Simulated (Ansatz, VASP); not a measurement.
**Be: VASP beside Ansatz**

```
CELL_PARAMETERS angstrom
3.57040 0.00000 0.00000
-1.78520 3.09206 0.00000
0.00000 0.00000 2.19181
ATOMIC_POSITIONS crystal
Be 0.00000 0.00000 0.00000
Be 0.33333 0.66667 0.50000
Be 0.66667 0.33333 0.50000
```

Change from the starting cell: volume scaled by 1, PAW files.

Alike in both runs: task single point; functional PBE; k mesh 10 × 10 × 14; occupations fermi-dirac, width 0.08 eV; no spin polarisation.

|  | VASP | Ansatz |
| --- | --- | --- |
| version | VASP 6.6.1 | Ansatz 0.2.0 |
| potentials or method | VASP PAW PBE potentials, release 64 (Be) | PAW with Ansatz's default frozen-core files, scalar-relativistic |
| plane-wave cutoff (eV) | 520 | 420 |
| valence electrons in the cell | 6 | 6 |

Ansatz gave:

| Property | Result |
| --- | --- |
| pressure (GPa) | 0.0 |

Problem. What did VASP give for the same quantities?

Solution. Pressure (GPa): 0.1.
